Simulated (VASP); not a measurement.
# H2Se (P-3m1) in VASP: single point with PBE+D3(BJ)

Aim: the single point of H2Se with PBE+D3(BJ).

Program: VASP 6.6.1. These are calculated values, not measurements. Logs are shortened: lines on timing, memory, paths and dates and some standing lists are left out, and cuts for length are marked.

## Step 1: The cell of the first run

The structure is trigonal, space group P-3m1 (No. 164). The conventional cell has a = 3.258 Å, b = 3.258 Å, c = 3.910 Å, α = 90.00°, β = 90.00°, γ = 120.00°. Within 2.6 Å of H (site symmetry 3m) lie 3 Se at 1.96 Å and 3 H at 2.20 Å. Se (site symmetry -3m) has 6 H at 1.96 Å within 2.6 Å.

## Step 2: Single point, PBE+D3(BJ)

INCAR

```
PREC = Accurate
ENCUT = 520
EDIFF = 1E-7
ISMEAR = 0
SIGMA = 0.1
LREAL = F
LASPH = T
NELM = 100
ALGO = Normal
ISIF = 2
LWAVE = F
LCHARG = F
GGA = PE
IVDW = 12
NBANDS = 11
```

KPOINTS

```
Automatic mesh
0
Gamma
  18 18 12
```

POSCAR

```
H2Se
1.0
    3.2582383437      0.0000000000      0.0000000000
   -1.6291191719      2.8217171773      0.0000000000
    0.0000000000      0.0000000000      3.9103613672
H Se
2 1
Direct
    0.3333333333      0.6666666667      0.1446988711
    0.6666666667      0.3333333333      0.8553011289
    0.0000000000      0.0000000000      0.0000000000
```

Potentials or basis: VASP PAW PBE potentials, release 64 (H, Se).

The run is started by

```
> cat potpaw_PBE.64/H/POTCAR potpaw_PBE.64/Se/POTCAR > POTCAR
> mpirun -np 1 vasp_std > vasp.out
```

OUTCAR:

```text
PREC = Accurate
   ENCUT = 520
   EDIFF = 1E-7
   ISMEAR = 0
   LREAL = F
   LASPH = T
   NELM = 100
   ISIF = 2
   GGA = PE
   IVDW = 12
 IVDW          = 12

 ion  position               nearest neighbor table
   1  0.333  0.667  0.145-
   2  0.667  0.333  0.855-
   3  0.000  0.000  0.000-

  LATTYP: Found a hexagonal cell.
 ALAT       =     3.2582383437
 C/A-ratio  =     1.2001458932

  Lattice vectors:

 A1 = (   3.2582383437,   0.0000000000,   0.0000000000)
 A2 = (  -1.6291191719,   2.8217171773,   0.0000000000)
 A3 = (   0.0000000000,   0.0000000000,   3.9103613672)

Analysis of symmetry for initial positions (statically):
=====================================================================
 Subroutine PRICEL returns:
 Original cell was already a primitive cell.

 Routine SETGRP: Setting up the symmetry group for a
 hexagonal supercell.

 Subroutine GETGRP returns: Found 12 space group operations
 (whereof 12 operations were pure point group operations)
 out of a pool of 24 trial point group operations.

The static configuration has the point symmetry D_3d.

Analysis of symmetry for dynamics (positions and initial velocities):
=====================================================================
 Subroutine PRICEL returns:
 Original cell was already a primitive cell.

 Routine SETGRP: Setting up the symmetry group for a
 hexagonal supercell.

 Subroutine GETGRP returns: Found 12 space group operations
 (whereof 12 operations were pure point group operations)
 out of a pool of 24 trial point group operations.

The dynamic configuration has the point symmetry D_3d.

 Subroutine INISYM returns: Found 12 space group operations
 (whereof 12 operations are pure point group operations),
 and found     1 'primitive' translations

----------------------------------------------------------------------------------------

                                     Primitive cell

  volume of cell :      35.9512

  direct lattice vectors                    reciprocal lattice vectors
     3.258238344  0.000000000  0.000000000     0.306914318  0.177197064  0.000000000
    -1.629119172  2.821717177  0.000000000     0.000000000  0.354394129  0.000000000
     0.000000000  0.000000000  3.910361367     0.000000000  0.000000000  0.255730841

  length of vectors
[... 89 lines left out ...]
   NFREE  =      0    steps in history (QN), initial steepest desc. (CG)
   ISIF   =      2    stress and relaxation
   ISYM   =      2    0-nonsym 1-usesym 2-fastsym
   POTIM  = 0.5000    time-step for ionic-motion
   TEBEG  =    0.0;   TEEND  =   0.0 temperature during run
   PSTRESS=    0.0 pullay stress
   NELECT =       8.0000    total number of electrons
   NUPDOWN=      -1.0000    fix difference up-down
   EMIN   =  10.00;   EMAX   =-10.00  energy-range for DOS
   EFERMI =   0.00;   METHOD = LEGACY
   ISMEAR =     0;   SIGMA  =   0.10  broadening in eV -4-tet -1-fermi 0-gaus
   EFERMI_NEDOS =   21; number of points for ismear=-14 and -15
   IALGO  =     38    algorithm
   IMIX   =      4    mixing-type and parameters
     AMIX     =   0.40;   BMIX     =  1.00
     AMIX_MAG =   1.60;   BMIX_MAG =  1.00
  volume/ion in A,a.u.               =      11.98        80.87
  Fermi-wavevector in a.u.,A,eV,Ry     =   0.992050  1.874703 13.390365  0.984164
  Thomas-Fermi vector in A             =   2.123835
   LORBIT       =      0    0 simple, 1 ext, 2 COOP (PROOUT), +10 PAW based schemes
   GGA     = PE    functional components
   LHFCALC =     F    Hartree Fock is set to
   AEXX    =    0.0000 exact exchange contribution
   IVDW    =    12    specifies the selected vdW correction
   LEPSILON=     F    determine dielectric tensor
   LRPA    =     F    only Hartree local field effects (RPA)
 non-spin polarized calculation
 Gauss-broadening in eV      SIGMA  =   0.10
  energy-cutoff  :      520.00
  volume of cell :       35.95
 maximum number of plane-waves:       987
   NGX = 13   NGY = 13   NGZ = 15

 number of electron       7.9999999 magnetization

 Free energy of the ion-electron system (eV)
  ---------------------------------------------------
  ext. energy  EPLUGINS =         0.00000000
  ---------------------------------------------------
  free energy    TOTEN  =        -8.27657494 eV

  energy without entropy =       -8.27326416  energy(sigma->0) =       -8.27491955

 E-fermi :   2.1880     XC(G=0):  -8.7854

 val. band max:        2.1792263942   @ k =  -0.0556   0.4444   0.3333
 cond. band min:       2.1976327837   @ k =   0.1111   0.0556   0.0833
 fundamental gap:      0.0184063895
 Fermi energy:         2.1879574197

 k-point     1 :       0.0000    0.0000    0.0000
  band No.  band energies     occupation
      1     -13.3510      2.00000
      2      -1.8286      2.00000
      3       2.8443      0.00000
      4       2.8443      0.00000
      5       3.5546      0.00000
      6       5.9593      0.00000
      7       6.0780      0.00000
      8      11.3384      0.00000
      9      11.3384      0.00000
     10      17.1211      0.00000
     11      18.7962      0.00000
[... 309 lines left out ...]
 k-point    24 :       0.3889    0.1111    0.0000
  band No.  band energies     occupation
      1     -10.7512      2.00000
      2      -6.0218      2.00000
      3      -1.5379      2.00000
      4       1.3374      2.00000
      5       3.2527      0.00000
      6       9.1482      0.00000
      7       9.7755      0.00000
      8       9.9070      0.00000
      9      12.0547      0.00000
     10      15.9374      0.00000
     11      16.9988      0.00000

 [... further k-points ...]

------------------------ aborting loop because EDIFF is reached ----------------------------------------

 Edisp (eV)   -0.41797

 E8    (eV) :    -0.1444

  FORCE on cell =-STRESS in cart. coord.  units (eV):
  Direction    XX          YY          ZZ          XY          YZ          ZX
  --------------------------------------------------------------------------------------
  -------------------------------------------------------------------------------------
  Total       0.00245     0.00245    -0.00892    -0.00000     0.00000     0.00000
  in kB       0.10905     0.10905    -0.39767    -0.00000     0.00000     0.00000
  external pressure =       -0.06 kB  Pullay stress =        0.00 kB

 VOLUME and BASIS-vectors are now :
 -----------------------------------------------------------------------------
  energy-cutoff  :      520.00
  volume of cell :       35.95
      direct lattice vectors                 reciprocal lattice vectors
     3.258238344  0.000000000  0.000000000     0.306914318  0.177197064  0.000000000
    -1.629119172  2.821717177  0.000000000     0.000000000  0.354394129  0.000000000
     0.000000000  0.000000000  3.910361367     0.000000000  0.000000000  0.255730841

 POSITION                                       TOTAL-FORCE (eV/Angst)
 -----------------------------------------------------------------------------------
     -0.00000      1.88114      0.56582         0.000000      0.000000      0.000268
      1.62912      0.94057      3.34454        -0.000000     -0.000000     -0.000268
      0.00000      0.00000      0.00000         0.000000      0.000000      0.000000
 -----------------------------------------------------------------------------------
    total drift:                                0.000000      0.000000      0.000000

  FREE ENERGIE OF THE ION-ELECTRON SYSTEM (eV)
  ---------------------------------------------------
  free  energy   TOTEN  =        -8.6945418748 eV

  energy  without entropy=       -8.6912310966  energy(sigma->0) =       -8.69288649
```

stdout:

```text
POSCAR found type information on POSCAR H Se
 POSCAR found :  2 types and       3 ions
 scaLAPACK will be used
 LDA part: xc-table for (Slater+PW92), standard interpolation
 POSCAR, INCAR and KPOINTS ok, starting setup
 FFT: planning ... GRIDC
 FFT: planning ... GRID_SOFT
 FFT: planning ... GRID
 WAVECAR not read
 entering main loop
```

Run time: 48 s. Hardware: 1 thread of Intel Xeon Platinum 8488C (Sapphire Rapids), shared host; peak memory 0.28 GiB.

What came out:

```
Free energy                : -8.6945 eV
Pressure                   : 0.0 GPa
Band gap on the k mesh     : zero (band 4 reaches 2.97 eV, above the bottom of band 5 at 1.05 eV)
Dispersion energy per atom : -0.139 eV
```

Caveat: pairwise dispersion overbinds metals, which lowers pressure and volume.
